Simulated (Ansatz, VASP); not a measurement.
**Two plane-wave programs on Al3Cu**

File POSCAR:

```
Al3Cu
1.0
    3.9241510000      0.0000000000      0.0000000000
    0.0000000000      3.9241510000      0.0000000000
    0.0000000000      0.0000000000      3.9241510000
Al Cu
3 1
Direct
    0.0000000000      0.5000000000      0.5000000000
    0.5000000000      0.0000000000      0.5000000000
    0.5000000000      0.5000000000      0.0000000000
    0.0000000000      0.0000000000      0.0000000000
```

The input INCAR.step1:

```
SYSTEM = Al3Cu
  ALGO = Normal
  EDIFF = 1E-4
  ENCUT = 520
  GGA = PE
  ISMEAR = 0
  LASPH = .True.
  LCHARG = .False.
  LREAL = .False.
  LWAVE = .True.
  NBANDS = 18
  NELM = 100
  PREC = Accurate
  SIGMA = 0.1
```

Contents of INCAR.step2:

```
SYSTEM = Al3Cu
  ALGO = Normal
  EDIFF = 1E-6
  ENCUT = 520
  ISIF = 2
  ISMEAR = 0
  ISTART = 1
  LASPH = .True.
  LCHARG = .False.
  LMIXTAU = .True.
  LREAL = .False.
  LWAVE = .False.
  METAGGA = R2SCAN
  NBANDS = 18
  NELM = 100
  PREC = Accurate
  SIGMA = 0.1
```

Contents of KPOINTS:

```
k-points
0
Gamma
  4 4 4
  0 0 0
```

Input for Ansatz:

```yaml
crystal:
  lattice:
    - [3.924151, 0.0, 0.0]
    - [0.0, 3.924151, 0.0]
    - [0.0, 0.0, 3.924151]
  atoms:
    - { symbol: Al, position: [0.0, 0.5, 0.5] }
    - { symbol: Al, position: [0.5, 0.0, 0.5] }
    - { symbol: Al, position: [0.5, 0.5, 0.0] }
    - { symbol: Cu, position: [0.0, 0.0, 0.0] }
basis:
  ecutwfc: 500
kpoints:
  mp_grid: { grid: [4, 4, 4] }
hamiltonian:
  xc: r2scan
scf:
  occupations: { method: gaussian, width: 0.1 }
output:
  forces: true
  stress: true
  eigenvalues: true
```

Alike in both runs: task single point; functional r2SCAN; k mesh 4 × 4 × 4; occupations gaussian, width 0.1 eV; no spin polarisation.

|  | VASP | Ansatz |
| --- | --- | --- |
| version | VASP 6.6.1 | Ansatz 0.2.0 |
| potentials or method | VASP PAW PBE potentials, release 64 (Al, Cu), cutoff 520 eV | scalar-relativistic, plane waves, PAW |
| valence electrons in the cell | 20 | 28 |

|  | VASP | Ansatz | Ansatz less VASP |
| --- | --- | --- | --- |
| gap on the k mesh at the Fermi level (eV) | none | none | - |
| pressure (GPa) | -3.5 | -3.4 | +0.12 |

VASP's potentials were made for PBE, not for r2SCAN. A gap of «none» marks a metal or a gap that the smearing closes. The functional is the same, so the differences come from potentials, cutoffs and numerics. VASP's potentials hold 20 valence electrons a cell and Ansatz's 28, so a difference there can come from the potentials and not from the codes.

The k mesh is coarse, so the values compare programs but aren't converged.
